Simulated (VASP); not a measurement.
The system is Ge.

```
Ge
1.0
     1.39715   -2.60052    0.00000
     1.39715    2.60052    0.00000
     0.00000    0.00000    2.69823
Ge
1
Direct
  0.50000 0.50000 0.00000
```

Base run:

```yaml
Program: VASP 6.6.1
Functional: PBEsol
Potentials_or_basis: VASP PAW PBE potentials, release 64 (Ge_d)
Cutoff: 520 eV
k_mesh: 8 × 8 × 7
Occupations: methfessel-paxton, width 0.1 eV
Spin: no spin polarisation
```

Its results: band gap on the k mesh zero (band 7 reaches 12.72 eV, above the bottom of band 8 at 4.11 eV); pressure -4.4 GPa.

The run is repeated on the same cell with these changes: k mesh from 8 × 8 × 7 to 5 × 5 × 5. What comes out?

Band gap on the k mesh zero (band 7 reaches 12.74 eV, above the bottom of band 8 at 5.02 eV); pressure -1.5 GPa.

Caveats: some runs use coarse meshes; the PAW data sets were made with another functional, which shifts forces and pressure a little.
